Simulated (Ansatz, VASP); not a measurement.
# Two plane-wave programs on Be

Contents of INCAR:

```
PREC     = Accurate       # precision mode
ENCUT    = 600            # plane-wave cutoff, eV
EDIFF    = 1E-6           # SCF threshold, eV
ISMEAR   = 0              # smearing method
SIGMA    = 0.1            # smearing width, eV
LREAL    = False          # projectors in reciprocal space
LASPH    = True           # aspherical terms in the spheres
NELM     = 60             # most SCF steps
ALGO     = Fast           # electronic algorithm
ISIF     = 3              # what is computed and relaxed
LWAVE    = False          # write WAVECAR
LCHARG   = False          # write CHGCAR
GGA      = PE             # functional
IBRION   = 2              # ionic algorithm
NSW      = 90             # ionic steps
EDIFFG   = -0.04          # ionic threshold
```

File KPOINTS:

```
regular mesh
0
Gamma
  6 6 8
```

The input POSCAR:

```
Be
1.0
    2.6570885000      0.0000000000      0.0000000000
    0.0000000000      2.6570885000      0.0000000000
    0.0000000000      0.0000000000      2.3132743700
Be
1
Direct
    0.5000000000      0.5000000000      0.0000000000
```

Input for Ansatz:

```yaml
crystal:
  lattice:
    - [2.6570885, 0.0, 0.0]
    - [0.0, 2.6570885, 0.0]
    - [0.0, 0.0, 2.31327437]
  atoms:
    - { symbol: Be, position: [0.5, 0.5, 0.0] }
basis:
  ecutwfc: 420
kpoints:
  mp_grid: { grid: [6, 6, 8] }
hamiltonian:
  xc: pbe
scf:
  occupations: { method: gaussian, width: 0.1 }
  lower_state_search: "off"
output:
  forces: true
  stress: true
  eigenvalues: true
relax:
  adjacent_minimum: "off"
  f_tol: 0.04
  max_steps: 70
  cell: { stress_tol: 0.4 }
```

Alike in both runs: task relaxation of cell and atoms; functional PBE; k mesh 6 × 6 × 8; occupations gaussian, width 0.1 eV; no spin polarisation.

```csv
,VASP,Ansatz
version,VASP 6.6.1,Ansatz 0.2.0
potentials or method,"VASP PAW PBE potentials, release 64 (Be), cutoff 600 eV","scalar-relativistic, plane waves, PAW"
valence electrons in the cell,2,2
```

Ansatz gave:

| Property | Result |
| --- | --- |
| gap on the k mesh at the Fermi level, each at its own relaxed structure (eV) | none |
| relaxed volume (Å³/atom) | 10.35 |
| relaxed length of the cell vector where the two differ most in proportion (Å) | 2.252 |

**Question.** What did VASP give for the same quantities?

**Answer.** gap on the k mesh at the Fermi level, each at its own relaxed structure (eV): none; relaxed volume (Å³/atom): 10.36; relaxed length of the cell vector where the two differ most in proportion (Å): 2.253.

A gap of «none» marks a metal or a gap that the smearing closes.

The k mesh is coarse, so the values compare programs but aren't converged. Noted on VASP's run: the volume moved by over 15 % at a fixed basis, so the end points are rough.
